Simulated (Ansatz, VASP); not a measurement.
Two plane-wave programs on TeS2

```
Te S
1.0
     0.00000    2.82356    2.82356
     2.82356    0.00000    2.82356
     2.82356    2.82356    0.00000
Te S
1 2
Direct
  0.00000 0.00000 0.00000
  0.25000 0.25000 0.25000
  0.75000 0.75000 0.75000
```

Alike in both runs: task relaxation of cell and atoms; functional PBE; k mesh 10 × 10 × 10; occupations fermi-dirac, width 0.03 eV; no spin polarisation.

```csv
,VASP,Ansatz
version,VASP 6.6.1,Ansatz 0.2.0
potentials or method,"VASP PAW PBE potentials, release 64 (Te, S)","PAW with Ansatz's default frozen-core files, scalar-relativistic"
plane-wave cutoff (eV),600,420
valence electrons in the cell,18,28
```

Ansatz gave:

```
relaxed volume (Å³/atom)                                     : 23.47
relaxed cell length with the largest relative difference (Å) : 4.635
```

**Question.** Estimate VASP's values.

**Answer.** Relaxed volume (Å³/atom): 23.41; relaxed cell length with the largest relative difference (Å): 4.631.

VASP's potentials hold 18 valence electrons a cell and Ansatz's 28, so a difference there can come from the potentials and not from the codes.

Neither program's run includes spin-orbit coupling. Noted on VASP's run: the volume moved by over 15 % at a fixed basis, so the end points are rough.
